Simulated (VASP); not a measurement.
Set up this calculation in VASP 6.6.1, as the native input.

| Quantity | Value |
| --- | --- |
| Task | relaxation of the atoms |
| Functional | PBE |
| Potentials or basis | VASP PAW PBE potentials, release 64 (Zn, Se) |
| Cutoff | 450 eV |
| k mesh | 13 × 13 × 13 |
| Occupations | fermi-dirac, width 0.02 eV |
| Spin | no spin polarisation |
| Dipole correction | no |
| Further INCAR settings | ALGO = Normal; EDIFF = 1e-07; IBRION = 2; EDIFFG = -0.02; NSW = 80 |

The structure of ZnSe lies in POSCAR:

```
ZnSe
1.0
    0.0000000000      2.8338000000      2.7487860000
    2.8338000000      0.0000000000      2.7487860000
    2.8338000000      2.8338000000      0.0000000000
Zn Se
1 1
Direct
    0.0000000000      0.0000000000      0.0000000000
    0.2500000000      0.2500000000      0.2500000000
```

This cell differs from its parent crystal: z stretched by -3 %.

The input as run:

INCAR

```
SYSTEM = ZnSe
  PREC = Accurate
  ENCUT = 450
  EDIFF = 1E-7
  ISMEAR = -1
  SIGMA = 0.02
  LREAL = .FALSE.
  LASPH = .TRUE.
  NELM = 120
  ALGO = Normal
  ISIF = 2
  LWAVE = .FALSE.
  LCHARG = .FALSE.
  GGA = PE
  IBRION = 2
  NSW = 80
  EDIFFG = -0.02
  GGA_COMPAT = .FALSE.
  NELMIN = 4
```

KPOINTS

```
regular mesh
0
G
  13 13 13
  0 0 0
```

Potentials or basis: VASP PAW PBE potentials, release 64 (Zn, Se).

Launch:

```console
$ cat potpaw_PBE.64/Zn/POTCAR potpaw_PBE.64/Se/POTCAR > POTCAR
$ mpirun -np 1 vasp_std > vasp.out
```

It gave:

```yaml
Pressure_after_relaxing: 4.4 GPa
Band_gap_on_the_k_mesh: 1.34 eV
```

Caveat: the cell differs from its parent crystal (z stretched by -3 %); the relaxation stopped at its first step, so nothing moved.

Run time: 2.2 min on 1 thread of Intel Xeon 8259CL (shared host), peak memory 0.24 GiB.
